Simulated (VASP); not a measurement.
# Mg2C3 (R-3c) in VASP: single point with PBE

Aim: the single point of Mg2C3 with PBE.

Everything below comes from runs of VASP 6.6.1. Logs are shortened: lines on timing, memory, paths and dates and some standing lists are left out, and cuts for length are marked.

## Step 1: The cell of the first run

It takes space group R-3c (No. 167, trigonal). Conventional cell: a = 4.775 Å, b = 4.775 Å, c = 18.243 Å, α = 90.00°, β = 90.00°, γ = 120.00°. Within 3.0 Å of Mg (site symmetry 3) lie 9 C at 2.19 to 2.99 Å. Within 2.0 Å of C (site symmetry 2) lie 2 C at 1.49 Å.

## Step 2: Single point, PBE

Input file INCAR:

```
ALGO = Normal
EDIFF = 1E-7
ENCUT = 520
GGA = PE
ISIF = 2
ISMEAR = 0
LASPH = True
LCHARG = False
LREAL = False
LWAVE = False
NBANDS = 27
NELM = 100
PREC = Accurate
SIGMA = 0.1
```

Input file KPOINTS:

```
k-points
0
Gamma
  12 12 12
```

Input file POSCAR:

```
Mg2C3
1.0
    2.3875145282      1.3784321555      6.0809538533
   -2.3875145282      1.3784321555      6.0809538533
    0.0000000000     -2.7568643110      6.0809538533
Mg C
4 6
Direct
    0.3747376898      0.3747376898      0.3747376898
    0.1252623102      0.1252623102      0.1252623102
    0.6252623102      0.6252623102      0.6252623102
    0.8747376898      0.8747376898      0.8747376898
    0.4307597503      0.0692402497      0.2500000000
    0.2500000000      0.4307597503      0.0692402497
    0.0692402497      0.2500000000      0.4307597503
    0.5692402497      0.9307597503      0.7500000000
    0.7500000000      0.5692402497      0.9307597503
    0.9307597503      0.7500000000      0.5692402497
```

Potentials or basis: VASP PAW PBE potentials, release 64 (Mg, C).

Command:

```console
$ cat potpaw_PBE.64/Mg/POTCAR potpaw_PBE.64/C/POTCAR > POTCAR
$ mpirun -np 1 vasp_std > vasp.out
```

OUTCAR:

```text
EDIFF = 1E-7
   ENCUT = 520
   GGA = PE
   ISIF = 2
   ISMEAR = 0
   LASPH = True
   LREAL = False
   NELM = 100
   PREC = Accurate

 ion  position               nearest neighbor table
   1  0.375  0.375  0.375-   9 2.19   8 2.19  10 2.19   6 2.43   7 2.43   5 2.43   3 3.14   3 3.14
                             3 3.14   2 3.15   2 3.15   2 3.15
   2  0.125  0.125  0.125-  10 2.19   8 2.19   9 2.19   7 2.43   6 2.43   5 2.43   4 3.14   4 3.14
                             4 3.14   1 3.15   1 3.15   1 3.15
   3  0.625  0.625  0.625-   6 2.19   5 2.19   7 2.19   9 2.43  10 2.43   8 2.43   1 3.14   1 3.14
                             1 3.14   4 3.15   4 3.15   4 3.15
   4  0.875  0.875  0.875-   7 2.19   5 2.19   6 2.19  10 2.43   9 2.43   8 2.43   2 3.14   2 3.14
                             2 3.14   3 3.15   3 3.15   3 3.15
   5  0.431  0.069  0.250-   6 1.49   7 1.49   3 2.19   4 2.19   1 2.43   2 2.43
   6  0.250  0.431  0.069-   7 1.49   5 1.49   3 2.19   4 2.19   1 2.43   2 2.43
   7  0.069  0.250  0.431-   6 1.49   5 1.49   4 2.19   3 2.19   2 2.43   1 2.43
   8  0.569  0.931  0.750-   9 1.49  10 1.49   1 2.19   2 2.19   3 2.43   4 2.43
   9  0.750  0.569  0.931-  10 1.49   8 1.49   1 2.19   2 2.19   3 2.43   4 2.43
  10  0.931  0.750  0.569-   9 1.49   8 1.49   2 2.19   1 2.19   4 2.43   3 2.43

  LATTYP: Found a trigonal (rhomboedric) cell.
 ALAT       =     6.6766983304
 COS(alpha) =     0.7442600752

  Lattice vectors:

 A1 = (   2.3875145282,   1.3784321555,   6.0809538533)
 A2 = (  -2.3875145282,   1.3784321555,   6.0809538533)
 A3 = (   0.0000000000,  -2.7568643110,   6.0809538533)

Analysis of symmetry for initial positions (statically):
=====================================================================
 Subroutine PRICEL returns:
 Original cell was already a primitive cell.

 Routine SETGRP: Setting up the symmetry group for a
 trigonal (rhombohedral) supercell.

 Subroutine GETGRP returns: Found 12 space group operations
 (whereof  6 operations were pure point group operations)
 out of a pool of 12 trial point group operations.

The static configuration has the point symmetry S_6 .
 The point group associated with its full space group is D_3d.

Analysis of symmetry for dynamics (positions and initial velocities):
=====================================================================
 Subroutine PRICEL returns:
 Original cell was already a primitive cell.

 Routine SETGRP: Setting up the symmetry group for a
 trigonal (rhombohedral) supercell.

 Subroutine GETGRP returns: Found 12 space group operations
 (whereof  6 operations were pure point group operations)
 out of a pool of 12 trial point group operations.

The dynamic configuration has the point symmetry S_6 .
 The point group associated with its full space group is D_3d.

 Subroutine INISYM returns: Found 12 space group operations
 (whereof  6 operations are pure point group operations),
 and found     1 'primitive' translations

----------------------------------------------------------------------------------------

                                     Primitive cell

  volume of cell :     120.0755

  direct lattice vectors                    reciprocal lattice vectors
     2.387514528  1.378432156  6.080953853     0.209422809  0.120910315  0.054815962
    -2.387514528  1.378432156  6.080953853    -0.209422809  0.120910315  0.054815962
     0.000000000 -2.756864311  6.080953853     0.000000000 -0.241820631  0.054815962

  length of vectors
     6.676698330  6.676698330  6.676698330     0.247955656  0.247955656  0.247955656

  position of ions in fractional coordinates (direct lattice)
     0.374737690  0.374737690  0.374737690
     0.125262310  0.125262310  0.125262310
     0.625262310  0.625262310  0.625262310
     0.874737690  0.874737690  0.874737690
     0.430759750  0.069240250  0.250000000
     0.250000000  0.430759750  0.069240250
     0.069240250  0.250000000  0.430759750
     0.569240250  0.930759750  0.750000000
     0.750000000  0.569240250  0.930759750
     0.930759750  0.750000000  0.569240250

  ion indices of the primitive-cell ions
   primitive index   ion index
                 1           1
                 2           2
                 3           3
                 4           4
                 5           5
                 6           6
                 7           7
                 8           8
                 9           9
                10          10

----------------------------------------------------------------------------------------

 KPOINTS: k-points

Automatic generation of k-mesh.
 Grid dimensions read from file:
 generate k-points for:   12   12   12

 Generating k-lattice:

  Cartesian coordinates                     Fractional coordinates (reciprocal lattice)
     0.017451901  0.010075860  0.004567997     0.083333333 -0.000000000  0.000000000
    -0.017451901  0.010075860  0.004567997    -0.000000000  0.083333333  0.000000000
     0.000000000 -0.020151719  0.004567997     0.000000000  0.000000000  0.083333333

  Length of vectors
     0.020662971  0.020662971  0.020662971

  Shift w.r.t. Gamma in fractional coordinates (k-lattice)
     0.000000000  0.000000000  0.000000000

 Subroutine IBZKPT returns following result:
 ===========================================

 Found    189 irreducible k-points:

 Following reciprocal coordinates:
            Coordinates               Weight
  0.000000  0.000000  0.000000      1.000000
  0.083333 -0.000000  0.000000      6.000000
  0.166667 -0.000000 -0.000000      6.000000
  0.250000  0.000000 -0.000000      6.000000
  0.333333 -0.000000 -0.000000      6.000000
  0.416667  0.000000  0.000000      6.000000
[... 16 lines left out ...]
  0.500000  0.166667 -0.000000     12.000000
 -0.416667  0.166667  0.000000     12.000000
 [... further k-points ...]
   k-points           NKPTS =    189   k-points in BZ     NKDIM =    189   number of bands    NBANDS=     27
   number of dos      NEDOS =    301   number of ions     NIONS =     10
   total plane-waves  NPLWV = 125000
   dimension x,y,z NGX =    50 NGY =   50 NGZ =   50
   dimension x,y,z NGXF=   100 NGYF=  100 NGZF=  100
   ions per type =               4   6
   NGX,Y,Z   is equivalent  to a cutoff of  12.45, 12.45, 12.45 a.u.
   NGXF,Y,Z  is equivalent  to a cutoff of  24.90, 24.90, 24.90 a.u.
 SYSTEM =  unknown system
   PREC   = accura    normal or accurate (medium, high low for compatibility)
   ISTART =      0    job   : 0-new  1-cont  2-samecut
   ICHARG =      2    charge: 1-file 2-atom 10-const
   ISPIN  =      1    spin polarized calculation?
   LNONCOLLINEAR =      F non collinear calculations
   LSORBIT =      F    spin-orbit coupling
   LASPH  =      T    aspherical Exc in radial PAW
   ENCUT  =  520.0 eV  38.22 Ry    6.18 a.u.  12.41 12.41 12.41*2*pi/ulx,y,z
   NELM   =    100;   NELMIN=  2; NELMDL= -5     # of ELM steps
   EDIFF  = 0.1E-06   stopping-criterion for ELM
   LREAL  =      F    real-space projection
   EDIFFG = 0.1E-05   stopping-criterion for IOM
   NSW    =      0    number of steps for IOM
   IBRION =     -1    ionic relax: 0-MD 1-quasi-New 2-CG
   NFREE  =      0    steps in history (QN), initial steepest desc. (CG)
   ISIF   =      2    stress and relaxation
   ISYM   =      2    0-nonsym 1-usesym 2-fastsym
   POTIM  = 0.5000    time-step for ionic-motion
   TEBEG  =    0.0;   TEEND  =   0.0 temperature during run
   PSTRESS=    0.0 pullay stress
   NELECT =      32.0000    total number of electrons
   NUPDOWN=      -1.0000    fix difference up-down
   EMIN   =  10.00;   EMAX   =-10.00  energy-range for DOS
   EFERMI =   0.00;   METHOD = LEGACY
   ISMEAR =     0;   SIGMA  =   0.10  broadening in eV -4-tet -1-fermi 0-gaus
   EFERMI_NEDOS =   21; number of points for ismear=-14 and -15
   IALGO  =     38    algorithm
   IMIX   =      4    mixing-type and parameters
     AMIX     =   0.40;   BMIX     =  1.00
     AMIX_MAG =   1.60;   BMIX_MAG =  1.00
  volume/ion in A,a.u.               =      12.01        81.03
  Fermi-wavevector in a.u.,A,eV,Ry     =   1.053513  1.990852 15.100975  1.109890
  Thomas-Fermi vector in A             =   2.188638
   LORBIT       =      0    0 simple, 1 ext, 2 COOP (PROOUT), +10 PAW based schemes
   GGA     = PE    functional components
   LHFCALC =     F    Hartree Fock is set to
   AEXX    =    0.0000 exact exchange contribution
   IVDW    =     0    specifies the selected vdW correction
   LEPSILON=     F    determine dielectric tensor
   LRPA    =     F    only Hartree local field effects (RPA)
 non-spin polarized calculation
 Gauss-broadening in eV      SIGMA  =   0.10
  energy-cutoff  :      520.00
  volume of cell :      120.08
 maximum number of plane-waves:      3263
 NGX is ok and might be reduce to    50
   NGX = 25   NGY = 25   NGZ = 25

 number of electron      32.0000001 magnetization

 Free energy of the ion-electron system (eV)
  ---------------------------------------------------
  ext. energy  EPLUGINS =         0.00000000
  ---------------------------------------------------
  free energy    TOTEN  =       -54.43766503 eV

  energy without entropy =      -54.42565009  energy(sigma->0) =      -54.43165756

 E-fermi :   4.6264     XC(G=0):  -9.8718

 val. band max:        4.6220172621   @ k =  -0.0833   0.2500   0.0833
 cond. band min:       4.6267957474   @ k =  -0.4167   0.0833   0.0000
 fundamental gap:      0.0047784853
 Fermi energy:         4.6264158595

 k-point     1 :       0.0000    0.0000    0.0000
  band No.  band energies     occupation
      1     -13.8499      2.00000
      2     -13.5440      2.00000
      3      -4.2314      2.00000
      4      -4.2314      2.00000
      5      -3.7963      2.00000
      6      -3.7963      2.00000
[... 19 lines left out ...]
     26      11.9098      0.00000
     27      11.9759      0.00000

 k-point     2 :       0.0833   -0.0000    0.0000
  band No.  band energies     occupation
      1     -13.8404      2.00000
      2     -13.5446      2.00000
      3      -4.3135      2.00000
      4      -4.2423      2.00000
      5      -4.0234      2.00000
      6      -3.8253      2.00000
[... 19 lines left out ...]
     26      11.9826      0.00000
     27      12.0340      0.00000

 k-point     3 :       0.1667   -0.0000   -0.0000
  band No.  band energies     occupation
      1     -13.8134      2.00000
      2     -13.5476      2.00000
      3      -4.5135      2.00000
      4      -4.3892      2.00000
      5      -4.2696      2.00000
      6      -3.9035      2.00000
[... 19 lines left out ...]
     26      11.7607      0.00000
     27      12.1541      0.00000

 k-point     4 :       0.2500    0.0000   -0.0000
  band No.  band energies     occupation
      1     -13.7727      2.00000
      2     -13.5551      2.00000
      3      -4.7478      2.00000
      4      -4.7128      2.00000
      5      -4.3009      2.00000
      6      -4.0095      2.00000
[... 19 lines left out ...]
     26      11.3505      0.00000
     27      11.8634      0.00000
[... 516 lines left out ...]
      4      -4.9618      2.00000
      5      -4.4755      2.00000
      6      -4.2470      2.00000
[... 19 lines left out ...]
     26      11.0116      0.00000
     27      11.0691      0.00000

 k-point    23 :       0.5000    0.1667   -0.0000
  band No.  band energies     occupation
      1     -13.6557      2.00000
      2     -13.6039      2.00000
      3      -5.0896      2.00000
      4      -5.0814      2.00000
      5      -4.4736      2.00000
      6      -4.4186      2.00000
[... 19 lines left out ...]
     26      10.7569      0.00000
     27      10.9962      0.00000

 k-point    24 :      -0.4167    0.1667    0.0000
  band No.  band energies     occupation
      1     -13.6352      2.00000
      2     -13.6164      2.00000
      3      -5.1525      2.00000
      4      -5.0607      2.00000
      5      -4.5453      2.00000
      6      -4.4211      2.00000
[... 19 lines left out ...]
     26      10.6736      0.00000
     27      11.1307      0.00000

 [... further k-points ...]

------------------------ aborting loop because EDIFF is reached ----------------------------------------

  FORCE on cell =-STRESS in cart. coord.  units (eV):
  Direction    XX          YY          ZZ          XY          YZ          ZX
  --------------------------------------------------------------------------------------
  -------------------------------------------------------------------------------------
  Total        0.0852588      0.0852588     -0.2125742      0.0000000      0.0000000      0.0000000
  in kB        1.1376152      1.1376152     -2.8363957      0.0000000      0.0000000      0.0000000
  external PRESSURE =      -0.1870551 kB  Pullay stress =       0.0000000 kB

 VOLUME and BASIS-vectors are now :
 -----------------------------------------------------------------------------
  energy-cutoff  :      520.00
  volume of cell :      120.08
      direct lattice vectors                 reciprocal lattice vectors
     2.387514528  1.378432156  6.080953853     0.209422809  0.120910315  0.054815962
    -2.387514528  1.378432156  6.080953853    -0.209422809  0.120910315  0.054815962
     0.000000000 -2.756864311  6.080953853     0.000000000 -0.241820631  0.054815962

 POSITION                                       TOTAL-FORCE (eV/Angst)
 -----------------------------------------------------------------------------------
      0.00000      0.00000      6.83629        -0.000000      0.000000     -0.005647
      0.00000      0.00000      2.28514        -0.000000      0.000000      0.005647
      0.00000      0.00000     11.40657        -0.000000      0.000000      0.005647
      0.00000      0.00000     15.95772        -0.000000      0.000000     -0.005647
      0.86313      0.00000      4.56072         0.117801      0.000000      0.000000
     -0.43157      0.74750      4.56072        -0.058900      0.102018     -0.000000
     -0.43157     -0.74750      4.56072        -0.058900     -0.102018     -0.000000
     -0.86313      0.00000     13.68215        -0.117801      0.000000      0.000000
      0.43157     -0.74750     13.68215         0.058900     -0.102018     -0.000000
      0.43157      0.74750     13.68215         0.058900      0.102018     -0.000000
 -----------------------------------------------------------------------------------
    total drift:                                0.000000     -0.000000     -0.000000

  FREE ENERGIE OF THE ION-ELECTRON SYSTEM (eV)
  ---------------------------------------------------
  free  energy   TOTEN  =       -54.4376650292 eV

  energy  without entropy=      -54.4256500927  energy(sigma->0) =      -54.43165756
```

Run time: 11 min. Hardware: 1 thread of Intel Xeon Platinum 8488C (Sapphire Rapids), shared host; peak memory 0.69 GiB.

What came out:

```
Free energy            : -54.4377 eV
Pressure               : 0.0 GPa
Largest force          : 0.118 eV/Å
Band gap on the k mesh : zero (bands 16 and 17 overlap by 0.55 eV)
```

Forces on the atoms (eV/Å):
```
Mg   0.000  0.000 -0.006
Mg   0.000  0.000  0.006
Mg   0.000  0.000  0.006
Mg   0.000  0.000 -0.006
C    0.118  0.000  0.000
C   -0.059  0.102  0.000
C   -0.059 -0.102  0.000
C   -0.118  0.000  0.000
C    0.059 -0.102  0.000
C    0.059  0.102  0.000
```

Levels at points of the mesh, in eV from the Fermi level:
```tsv
k point	band 12	band 13	band 14	band 15	band 16	band 17	band 18	band 19	band 20	band 21
(0.00, 0.00, 0.00)	-3.85	-3.68	-3.68	-0.15	-0.15	1.21	1.21	2.00	3.27	4.27
(0.50, 0.00, 0.00)	-3.53	-2.78	-2.78	-0.44	-0.44	0.04	0.04	3.11	3.11	4.77
(0.50, 0.50, 0.00)	-3.18	-2.92	-2.63	-1.54	-1.09	0.34	1.47	2.94	3.89	4.78
(0.50, 0.50, 0.50)	-3.64	-3.64	-3.64	0.18	0.18	0.18	0.18	2.51	2.51	3.70
```
